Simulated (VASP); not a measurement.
LiCl:

```xyz
2
Lattice="0.0000 2.4293 2.4293 2.4293 0.0000 2.4293 2.4293 2.4293 0.0000" Properties=species:S:1:pos:R:3 pbc="T T T"
Li    0.0000    0.0000    0.0000
Cl    1.2146    1.2146    1.2146
```

- Program: VASP 6.6.1
- Task: relaxation of cell and atoms
- Functional: PBE
- Potentials or basis: VASP PAW PBE potentials, release 64 (Li_sv, Cl)
- Cutoff: 600 eV
- k mesh: 8 × 8 × 8
- Occupations: fermi-dirac, width 0.02 eV
- Spin: no spin polarisation

At the start: pressure 20.6 GPa; volume 14.34 Å³/atom.

Task: Where does the relaxation end?

Result: Over 6 steps the energy falls by 302.9 meV/atom and the volume is 20.78 Å³/atom (+44.9 %); space group F-43m (No. 216, to 0.1 Å) before and after.

The path:
```tsv
step	energy change (eV)	largest force (eV/Å)	pressure (GPa)	volume (Å³)
1	0.0000	0.0000	20.63	28.67
2	-0.5573	0.0000	3.82	37.04
3	-0.6007	0.0000	1.10	39.97
4	-0.6058	0.0000	0.11	41.33
5	-0.6058	0.0000	-0.07	41.61
6	-0.6059	0.0000	-0.03	41.56
```

Final structure:
```cif
data_structure
_symmetry_space_group_name_H-M 'P 1'
_symmetry_Int_Tables_number 1
_cell_length_a 3.8879
_cell_length_b 3.8879
_cell_length_c 3.8879
_cell_angle_alpha 60.000
_cell_angle_beta 60.000
_cell_angle_gamma 60.000
_cell_volume 41.56
loop_
_atom_site_label
_atom_site_type_symbol
_atom_site_fract_x
_atom_site_fract_y
_atom_site_fract_z
_atom_site_occupancy
Li1 Li 0.00000 0.00000 0.00000 1
Cl1 Cl 0.25000 0.25000 0.25000 1
```

Caveat: the cutoff is under 1.25 times the usual one of these potentials, so pressure, stress and relaxed cells hold a basis-set (Pulay) error; the volume moved by over 15 % at a fixed basis, so the end points are rough.
